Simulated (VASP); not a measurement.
Set up this calculation in VASP 6.6.1, as the native input.

* Task: relaxation of the atoms
* Functional: PBE
* Potentials or basis: VASP PAW PBE potentials, release 64 (Ti_sv, O)
* Cutoff: 520 eV
* k mesh: 7 × 7 × 10
* Occupations: fermi-dirac, width 0.02 eV
* Spin: no spin polarisation
* Dipole correction: no
* Further INCAR settings: ALGO = Normal; EDIFF = 1e-06; IBRION = 2; EDIFFG = -0.02; NSW = 80

The structure of TiO2 lies in POSCAR:

```
TiO2
1.0
    4.5940000000      0.0000000000      0.0000000000
    0.0000000000      4.5940000000      0.0000000000
    0.0000000000      0.0000000000      2.9294100000
Ti O
2 4
Direct
    0.0000000000      0.0000000000      0.0000000000
    0.5000000000      0.5000000000      0.5000000000
    0.3042802931      0.3042802931      0.0000000000
    0.1957197069      0.8042802931      0.5000000000
    0.6957197069      0.6957197069      0.0000000000
    0.8042802931      0.1957197069      0.5000000000
```

This cell differs from its parent crystal: z stretched by -1 %.

One way to write it, as run:

INCAR

```
PREC = Accurate ; ENCUT = 520
EDIFF = 1E-6 ; ISMEAR = -1
SIGMA = 0.02 ; LREAL = F
LASPH = T ; NELM = 100
ALGO = Normal ; ISIF = 2
LWAVE = F ; LCHARG = F
GGA = PE ; IBRION = 2
NSW = 80 ; EDIFFG = -0.02
```

KPOINTS

```
regular mesh
0
Gamma
  7 7 10
```

Potentials or basis: VASP PAW PBE potentials, release 64 (Ti_sv, O).

Launch:

```bash
$ cat potpaw_PBE.64/Ti_sv/POTCAR potpaw_PBE.64/O/POTCAR > POTCAR
$ mpirun -np 1 vasp_std > vasp.out
```

It gave:

```json
{
 "Energy gained by relaxing": "0.1 meV/atom",
 "Ionic steps": "2",
 "Pressure after relaxing": "8.3 GPa",
 "Largest force after relaxing": "0.003 eV/Å",
 "Band gap on the k mesh": "1.85 eV"
}
```

Caveat: the cell differs from its parent crystal (z stretched by -1 %).

Run time: 3.1 min on 1 thread of Oxide Virtual Turin-like Processor (shared host), peak memory 0.19 GiB.
